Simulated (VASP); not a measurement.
# HgTe (Coloradoite) (F-43m) in VASP: notebook

The runs below take HgTe (Coloradoite) through single point, relaxation of cell and atoms, with LDA.

All numbers are computed with VASP 6.6.1; they aren't measurements. Logs are shortened: lines on timing, memory, paths and dates and some standing lists are left out, and cuts for length are marked.

## (1) The cell of the first run

The structure is cubic, space group F-43m (No. 216). The conventional cell has a = 6.436 Å, b = 6.436 Å, c = 6.436 Å, α = 90.00°, β = 90.00°, γ = 90.00°. Hg (site symmetry -43m) has 4 Te at 2.79 Å within 3.7 Å. Within 3.7 Å of Te (site symmetry -43m) lie 4 Hg at 2.79 Å.

## (2) Single point, LDA

Input file INCAR:

```
SYSTEM = HgTe
PREC = Accurate
ENCUT = 520
EDIFF = 1E-6
ISMEAR = 0
SIGMA = 0.1
LREAL = .FALSE.
LASPH = .TRUE.
NELM = 80
ALGO = Normal
ISIF = 2
LWAVE = .FALSE.
LCHARG = .TRUE.
LELF = .TRUE.
LVHAR = .TRUE.
NBANDS = 16
```

Input file KPOINTS:

```
regular mesh
0
G
  12 12 12
  0 0 0
```

Input file POSCAR:

```
HgTe
1.0
    0.0000000000      3.2180031568      3.2180031568
    3.2180031568      0.0000000000      3.2180031568
    3.2180031568      3.2180031568      0.0000000000
Hg Te
1 1
Direct
    0.0000000000      0.0000000000      0.0000000000
    0.2500000000      0.2500000000      0.2500000000
```

Potentials or basis: VASP PAW LDA potentials, release 64 (Hg, Te).

The run is started by

```console
$ cat potpaw_LDA.64/Hg/POTCAR potpaw_LDA.64/Te/POTCAR > POTCAR
$ mpirun -np 1 vasp_std > vasp.out
```

OUTCAR:

```text
SYSTEM = HgTe
   PREC = Accurate
   ENCUT = 520
   EDIFF = 1E-6
   ISMEAR = 0
   LREAL = .FALSE.
   LASPH = .TRUE.
   NELM = 80
   ISIF = 2

 ion  position               nearest neighbor table
   1  0.000  0.000  0.000-   2 2.79   2 2.79   2 2.79   2 2.79
   2  0.250  0.250  0.250-   1 2.79   1 2.79   1 2.79   1 2.79

  LATTYP: Found a face centered cubic cell.
 ALAT       =     6.4360063136

  Lattice vectors:

 A1 = (   0.0000000000,   3.2180031568,   3.2180031568)
 A2 = (   3.2180031568,   0.0000000000,   3.2180031568)
 A3 = (   3.2180031568,   3.2180031568,   0.0000000000)

Analysis of symmetry for initial positions (statically):
=====================================================================
 Subroutine PRICEL returns:
 Original cell was already a primitive cell.

 Routine SETGRP: Setting up the symmetry group for a
 face centered cubic supercell.

 Subroutine GETGRP returns: Found 24 space group operations
 (whereof 24 operations were pure point group operations)
 out of a pool of 48 trial point group operations.

The static configuration has the point symmetry T_d .

Analysis of symmetry for dynamics (positions and initial velocities):
=====================================================================
 Subroutine PRICEL returns:
 Original cell was already a primitive cell.

 Routine SETGRP: Setting up the symmetry group for a
 face centered cubic supercell.

 Subroutine GETGRP returns: Found 24 space group operations
 (whereof 24 operations were pure point group operations)
 out of a pool of 48 trial point group operations.

The dynamic configuration has the point symmetry T_d .

 Subroutine INISYM returns: Found 24 space group operations
 (whereof 24 operations are pure point group operations),
 and found     1 'primitive' translations

----------------------------------------------------------------------------------------

                                     Primitive cell

  volume of cell :      66.6483

  direct lattice vectors                    reciprocal lattice vectors
     0.000000000  3.218003157  3.218003157    -0.155375858  0.155375858  0.155375858
     3.218003157  0.000000000  3.218003157     0.155375858 -0.155375858  0.155375858
     3.218003157  3.218003157  0.000000000     0.155375858  0.155375858 -0.155375858

  length of vectors
     4.550943708  4.550943708  4.550943708     0.269118879  0.269118879  0.269118879

  position of ions in fractional coordinates (direct lattice)
     0.000000000  0.000000000  0.000000000
     0.250000000  0.250000000  0.250000000

  ion indices of the primitive-cell ions
   primitive index   ion index
                 1           1
                 2           2

----------------------------------------------------------------------------------------

 KPOINTS: regular mesh

Automatic generation of k-mesh.
 Grid dimensions read from file:
 generate k-points for:   12   12   12

 Generating k-lattice:

  Cartesian coordinates                     Fractional coordinates (reciprocal lattice)
    -0.012947988  0.012947988  0.012947988     0.083333333  0.000000000  0.000000000
     0.012947988 -0.012947988  0.012947988     0.000000000  0.083333333  0.000000000
     0.012947988  0.012947988 -0.012947988     0.000000000  0.000000000  0.083333333

  Length of vectors
     0.022426573  0.022426573  0.022426573

  Shift w.r.t. Gamma in fractional coordinates (k-lattice)
     0.000000000  0.000000000  0.000000000

 Subroutine IBZKPT returns following result:
 ===========================================

 Found     72 irreducible k-points:

 Following reciprocal coordinates:
            Coordinates               Weight
  0.000000  0.000000  0.000000      1.000000
  0.083333  0.000000  0.000000      8.000000
  0.166667  0.000000  0.000000      8.000000
  0.250000  0.000000  0.000000      8.000000
  0.333333  0.000000  0.000000      8.000000
  0.416667  0.000000  0.000000      8.000000
[... 16 lines left out ...]
  0.500000  0.166667  0.000000     24.000000
 -0.416667  0.166667  0.000000     24.000000
 [... further k-points ...]
   k-points           NKPTS =     72   k-points in BZ     NKDIM =     72   number of bands    NBANDS=     16
   number of dos      NEDOS =    301   number of ions     NIONS =      2
   total plane-waves  NPLWV =  46656
   dimension x,y,z NGX =    36 NGY =   36 NGZ =   36
   dimension x,y,z NGXF=    72 NGYF=   72 NGZF=   72
   ions per type =               1   1
   NGX,Y,Z   is equivalent  to a cutoff of  13.15, 13.15, 13.15 a.u.
   NGXF,Y,Z  is equivalent  to a cutoff of  26.30, 26.30, 26.30 a.u.
 SYSTEM =  HgTe
   PREC   = accura    normal or accurate (medium, high low for compatibility)
   ISTART =      0    job   : 0-new  1-cont  2-samecut
   ICHARG =      2    charge: 1-file 2-atom 10-const
   ISPIN  =      1    spin polarized calculation?
   LNONCOLLINEAR =      F non collinear calculations
   LSORBIT =      F    spin-orbit coupling
   LASPH  =      T    aspherical Exc in radial PAW
   ENCUT  =  520.0 eV  38.22 Ry    6.18 a.u.   8.46  8.46  8.46*2*pi/ulx,y,z
   NELM   =     80;   NELMIN=  2; NELMDL= -5     # of ELM steps
   EDIFF  = 0.1E-05   stopping-criterion for ELM
   LREAL  =      F    real-space projection
   EDIFFG = 0.1E-04   stopping-criterion for IOM
   NSW    =      0    number of steps for IOM
   IBRION =     -1    ionic relax: 0-MD 1-quasi-New 2-CG
   NFREE  =      0    steps in history (QN), initial steepest desc. (CG)
   ISIF   =      2    stress and relaxation
   ISYM   =      2    0-nonsym 1-usesym 2-fastsym
   POTIM  = 0.5000    time-step for ionic-motion
   TEBEG  =    0.0;   TEEND  =   0.0 temperature during run
   PSTRESS=    0.0 pullay stress
   NELECT =      18.0000    total number of electrons
   NUPDOWN=      -1.0000    fix difference up-down
   EMIN   =  10.00;   EMAX   =-10.00  energy-range for DOS
   EFERMI =   0.00;   METHOD = LEGACY
   ISMEAR =     0;   SIGMA  =   0.10  broadening in eV -4-tet -1-fermi 0-gaus
   EFERMI_NEDOS =   21; number of points for ismear=-14 and -15
   IALGO  =     38    algorithm
   IMIX   =      4    mixing-type and parameters
     AMIX     =   0.40;   BMIX     =  1.00
     AMIX_MAG =   1.60;   BMIX_MAG =  1.00
  volume/ion in A,a.u.               =      33.32       224.88
  Fermi-wavevector in a.u.,A,eV,Ry     =   1.058204  1.999715 15.235732  1.119795
  Thomas-Fermi vector in A             =   2.193504
   LORBIT       =      0    0 simple, 1 ext, 2 COOP (PROOUT), +10 PAW based schemes
   GGA     = CA    functional components
   LHFCALC =     F    Hartree Fock is set to
   AEXX    =    0.0000 exact exchange contribution
   IVDW    =     0    specifies the selected vdW correction
   LEPSILON=     F    determine dielectric tensor
   LRPA    =     F    only Hartree local field effects (RPA)
 non-spin polarized calculation
 Gauss-broadening in eV      SIGMA  =   0.10
  energy-cutoff  :      520.00
  volume of cell :       66.65
 maximum number of plane-waves:      1820
 NGX is ok and might be reduce to    36
   NGX = 17   NGY = 17   NGZ = 17

 number of electron      18.0000000 magnetization

 Free energy of the ion-electron system (eV)
  ---------------------------------------------------
  ext. energy  EPLUGINS =         0.00000000
  ---------------------------------------------------
  free energy    TOTEN  =        -5.03856283 eV

  energy without entropy =       -5.03841126  energy(sigma->0) =       -5.03848705

 E-fermi :   3.1027     XC(G=0):  -9.1571

 val. band max:        3.0426820605   @ k =   0.0000   0.0000   0.0000
 cond. band min:       3.4443733868   @ k =   0.0833   0.0000   0.0000
 fundamental gap:      0.4016913263
 Fermi energy:         3.1027315561

 k-point     1 :       0.0000    0.0000    0.0000
  band No.  band energies     occupation
      1      -9.0931      2.00000
      2      -4.4088      2.00000
      3      -4.4088      2.00000
      4      -4.4088      2.00000
      5      -3.8597      2.00000
      6      -3.8597      2.00000
[... 8 lines left out ...]
     15      12.5741      0.00000
     16      12.5741      0.00000

 k-point     2 :       0.0833    0.0000    0.0000
  band No.  band energies     occupation
      1      -9.0570      2.00000
      2      -4.3985      2.00000
      3      -4.3985      2.00000
      4      -4.3978      2.00000
      5      -3.8610      2.00000
      6      -3.8610      2.00000
[... 8 lines left out ...]
     15      11.9485      0.00000
     16      11.9485      0.00000

 k-point     3 :       0.1667    0.0000    0.0000
  band No.  band energies     occupation
      1      -8.9560      2.00000
      2      -4.3714      2.00000
      3      -4.3714      2.00000
      4      -4.3553      2.00000
      5      -3.8630      2.00000
      6      -3.8630      2.00000
[... 8 lines left out ...]
     15      11.5120      0.00000
     16      11.5120      0.00000

 k-point     4 :       0.2500    0.0000    0.0000
  band No.  band energies     occupation
      1      -8.8121      2.00000
      2      -4.3371      2.00000
      3      -4.3371      2.00000
      4      -4.2554      2.00000
      5      -3.8615      2.00000
      6      -3.8615      2.00000
[... 8 lines left out ...]
     15      11.4564      0.00000
     16      11.4564      0.00000

 k-point     5 :       0.3333    0.0000    0.0000
  band No.  band energies     occupation
      1      -8.6610      2.00000
      2      -4.3068      2.00000
      3      -4.3068      2.00000
      4      -4.0650      2.00000
      5      -3.8539      2.00000
      6      -3.8539      2.00000
[... 8 lines left out ...]
     15      11.8326      0.00000
     16      11.8326      0.00000

 k-point     6 :       0.4167    0.0000    0.0000
  band No.  band energies     occupation
      1      -8.5455      2.00000
      2      -4.2880      2.00000
      3      -4.2880      2.00000
      4      -3.8437      2.00000
      5      -3.8437      2.00000
      6      -3.7734      2.00000
[... 8 lines left out ...]
     15      12.5170      0.00000
     16      12.5170      0.00000

 k-point     7 :       0.5000    0.0000    0.0000
  band No.  band energies     occupation
      1      -8.5022      2.00000
      2      -4.2819      2.00000
      3      -4.2819      2.00000
      4      -3.8388      2.00000
      5      -3.8388      2.00000
      6      -3.5513      2.00000
[... 8 lines left out ...]
     15      13.0124      0.00000
     16      13.0124      0.00000

 k-point     8 :       0.0833    0.0833    0.0000
  band No.  band energies     occupation
      1      -9.0449      2.00000
      2      -4.4060      2.00000
      3      -4.3892      2.00000
      4      -4.3892      2.00000
      5      -3.8675      2.00000
      6      -3.8554      2.00000
[... 8 lines left out ...]
     15      11.2902      0.00000
     16      12.6075      0.00000

 k-point     9 :       0.1667    0.0833    0.0000
  band No.  band energies     occupation
      1      -8.9654      2.00000
      2      -4.3900      2.00000
      3      -4.3621      2.00000
      4      -4.3577      2.00000
      5      -3.8745      2.00000
      6      -3.8521      2.00000
[... 8 lines left out ...]
     15      10.9376      0.00000
     16      12.1944      0.00000
[... 172 lines left out ...]
 k-point    19 :       0.1667    0.1667    0.0000
  band No.  band energies     occupation
      1      -8.9097      2.00000
      2      -4.3901      2.00000
      3      -4.3334      2.00000
      4      -4.3334      2.00000
      5      -3.8851      2.00000
      6      -3.8437      2.00000
[... 8 lines left out ...]
     15      11.3656      0.00000
     16      12.7057      0.00000

 k-point    20 :       0.2500    0.1667    0.0000
  band No.  band energies     occupation
      1      -8.8009      2.00000
      2      -4.3616      2.00000
      3      -4.2946      2.00000
      4      -4.2827      2.00000
      5      -3.8884      2.00000
      6      -3.8371      2.00000
[... 8 lines left out ...]
     15      12.0991      0.00000
     16      12.5810      0.00000

 k-point    21 :       0.3333    0.1667    0.0000
  band No.  band energies     occupation
      1      -8.6643      2.00000
      2      -4.3177      2.00000
      3      -4.2580      2.00000
      4      -4.1818      2.00000
      5      -3.8703      2.00000
      6      -3.8312      2.00000
[... 8 lines left out ...]
     15      12.2675      0.00000
     16      12.6866      0.00000

 k-point    22 :       0.4167    0.1667    0.0000
  band No.  band energies     occupation
      1      -8.5360      2.00000
      2      -4.2845      2.00000
      3      -4.2340      2.00000
      4      -4.0260      2.00000
      5      -3.8282      2.00000
      6      -3.7929      2.00000
[... 8 lines left out ...]
     15      12.3217      0.00000
     16      13.1160      0.00000

 k-point    23 :       0.5000    0.1667    0.0000
  band No.  band energies     occupation
      1      -8.4535      2.00000
      2      -4.2666      2.00000
      3      -4.2260      2.00000
      4      -3.9193      2.00000
      5      -3.8336      2.00000
      6      -3.5897      2.00000
[... 8 lines left out ...]
     15      12.5573      0.00000
     16      13.1422      0.00000

 k-point    24 :      -0.4167    0.1667    0.0000
  band No.  band energies     occupation
      1      -8.4427      2.00000
      2      -4.2599      2.00000
      3      -4.2334      2.00000
      4      -3.8803      2.00000
      5      -3.8494      2.00000
      6      -3.5361      2.00000
[... 8 lines left out ...]
     15      12.3059      0.00000
     16      12.4750      0.00000

 [... further k-points ...]
[... 5 lines left out ...]
  --------------------------------------------------------------------------------------
  -------------------------------------------------------------------------------------
  Total        0.0978742      0.0978742      0.0978742      0.0000000      0.0000000      0.0000000
  in kB        2.3528241      2.3528241      2.3528241      0.0000000      0.0000000      0.0000000
  external PRESSURE =       2.3528241 kB  Pullay stress =       0.0000000 kB

 VOLUME and BASIS-vectors are now :
 -----------------------------------------------------------------------------
  energy-cutoff  :      520.00
  volume of cell :       66.65
      direct lattice vectors                 reciprocal lattice vectors
     0.000000000  3.218003157  3.218003157    -0.155375858  0.155375858  0.155375858
     3.218003157  0.000000000  3.218003157     0.155375858 -0.155375858  0.155375858
     3.218003157  3.218003157  0.000000000     0.155375858  0.155375858 -0.155375858

 POSITION                                       TOTAL-FORCE (eV/Angst)
 -----------------------------------------------------------------------------------
      0.00000      0.00000      0.00000        -0.000000     -0.000000     -0.000000
      1.60900      1.60900      1.60900         0.000000      0.000000      0.000000
 -----------------------------------------------------------------------------------
    total drift:                                0.000000      0.000000     -0.000000

  FREE ENERGIE OF THE ION-ELECTRON SYSTEM (eV)
  ---------------------------------------------------
  free  energy   TOTEN  =        -5.0385628341 eV

  energy  without entropy=       -5.0384112630  energy(sigma->0) =       -5.03848705
```

Run time: 77 s. Hardware: 1 thread of AMD EPYC 7R13 (Zen 3), shared host; peak memory 0.19 GiB.

What came out:

| Quantity | Value |
| --- | --- |
| Free energy | -5.0386 eV |
| Pressure | 0.2 GPa |
| Band gap on the k mesh | zero (filled and empty bands touch) |

Levels at points of the mesh, in eV from the Fermi level:
```csv
k point,band 5,band 6,band 7,band 8,band 9,band 10,band 11,band 12,band 13,band 14
"(0.00, 0.00, 0.00)",-6.96,-6.96,-0.90,-0.06,-0.06,-0.06,4.07,4.07,4.07,6.18
"(0.50, 0.00, 0.00)",-6.94,-6.65,-5.69,-1.08,-1.08,0.54,4.88,4.88,6.57,7.68
"(0.50, 0.50, 0.00)",-6.90,-6.50,-5.61,-2.41,-2.41,1.75,2.23,8.01,8.75,8.75
```

Caveat: spin-orbit coupling is left out, which moves the levels of the heavy elements.

(Part 1 of 2 ends here.)
